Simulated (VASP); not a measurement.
# MoSe: relaxation of shape and atoms at fixed volume with PBE

The system is MoSe.

```
Mo Se
1.0
     4.22712    0.00000    0.00000
    -2.11356    3.66080    0.00000
     0.00000    0.00000    5.20708
Mo Se
2 2
Direct
  0.00000 0.00000 0.00000
  0.00000 0.00000 0.50000
  0.33333 0.66667 0.25000
  0.66667 0.33333 0.75000
```

* Program: VASP 6.6.1
* Task: relaxation of shape and atoms at fixed volume
* Functional: PBE
* Potentials or basis: VASP PAW PBE potentials, release 64 (Mo_sv, Se)
* Cutoff: 600 eV
* k mesh: 10 × 10 × 6
* Occupations: gaussian, width 0.05 eV
* Spin: collinear spin
* Starting moments: [0.08, 0.08, 0.0, 0.0] μB
* Dipole correction: no
* Further INCAR settings: ALGO = Fast; EDIFF = 1e-07; IBRION = 2; EDIFFG = -0.01; NSW = 60; ISIF = 4

| Quantity | Value |
| --- | --- |
| Energy gained by relaxing | 0.2 meV/atom |
| Ionic steps | 2 |
| Pressure after relaxing | -10.4 GPa |
| Net moment | 0.18 μB per cell |
| Site moments | Mo +0.08; Se -0.00 μB |
| Valence electrons inside the program's atomic spheres | Mo 12.35; Se 3.80 |

The path:
```tsv
step	energy change (eV)	largest force (eV/Å)	pressure (GPa)	volume (Å³)
1	0.0000	0.0000	-10.57	80.58
2	-0.0010	0.0000	-10.42	80.58
```

Final structure:
```
CELL_PARAMETERS angstrom
4.23532 0.00000 0.00000
-2.11766 3.66789 0.00000
0.00000 0.00000 5.18695
ATOMIC_POSITIONS crystal
Mo 0.00000 0.00000 0.00000
Mo 0.00000 0.00000 0.50000
Se 0.33333 0.66667 0.25000
Se 0.66667 0.33333 0.75000
```

Levels at points of the mesh, in eV from the Fermi level:
Spin up:
```
           k point  band 16  band 17  band 18  band 19  band 20  band 21  band 22  band 23  band 24
(0.00, 0.00, 0.00)    -2.56    -2.37    -2.37    -1.02    -0.83    -0.83     1.98     2.20     2.33
(0.50, 0.00, 0.00)    -3.91    -3.72    -1.74    -1.08     0.07     0.11     0.78     1.55     1.93
(0.00, 0.00, 0.50)    -4.17    -1.15    -1.15    -1.15    -1.15    -0.67    -0.67     2.32     2.32
(0.50, 0.00, 0.50)    -3.21    -0.92    -0.92    -0.45    -0.45    -0.35    -0.35     1.26     1.26
```
Spin down:
```csv
k point,band 16,band 17,band 18,band 19,band 20,band 21,band 22,band 23,band 24
"(0.00, 0.00, 0.00)",-2.52,-2.37,-2.37,-1.02,-0.74,-0.74,2.02,2.24,2.33
"(0.50, 0.00, 0.00)",-3.91,-3.69,-1.69,-1.01,0.13,0.20,0.85,1.60,1.98
"(0.00, 0.00, 0.50)",-4.15,-1.11,-1.11,-1.11,-1.11,-0.64,-0.64,2.37,2.37
"(0.50, 0.00, 0.50)",-3.19,-0.89,-0.89,-0.39,-0.39,-0.26,-0.26,1.30,1.30
```

Wall time 16 min on 1 thread of Oxide Virtual Turin-like Processor (shared host), peak memory 0.37 GiB.
